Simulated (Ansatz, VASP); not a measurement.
**Two plane-wave programs on Pd**

```
Pd
1.0
     2.78739    0.00000    0.00000
    -1.39369    2.41395    0.00000
     0.00000    0.00000    6.83010
Pd
3
Direct
  0.00000 0.00000 0.00000
  0.33333 0.66667 0.33333
  0.66667 0.33333 0.66667
```

Alike in both runs: functional PBE; k mesh 18 × 18 × 7; occupations gaussian, width 0.1 eV; no spin polarisation.

Ansatz relaxed the structure, and its values are those at the end. VASP's run is a single point on that final structure, the one shown.

```csv
,VASP,Ansatz
version,VASP 6.6.1,Ansatz 0.2.0
potentials or method,"VASP PAW PBE potentials, release 64 (Pd), cutoff 520 eV","scalar-relativistic, plane waves, PAW"
valence electrons in the cell,30,54
```

|  | VASP | Ansatz | Ansatz less VASP |
| --- | --- | --- | --- |
| gap on the k mesh at the Fermi level (eV) | none | none | - |
| pressure (GPa) | -0.2 | 0.0 | +0.20 |

A gap of «none» marks a metal or a gap that the smearing closes. VASP's potentials hold 30 valence electrons a cell and Ansatz's 54, so a difference there can come from the potentials and not from the codes.
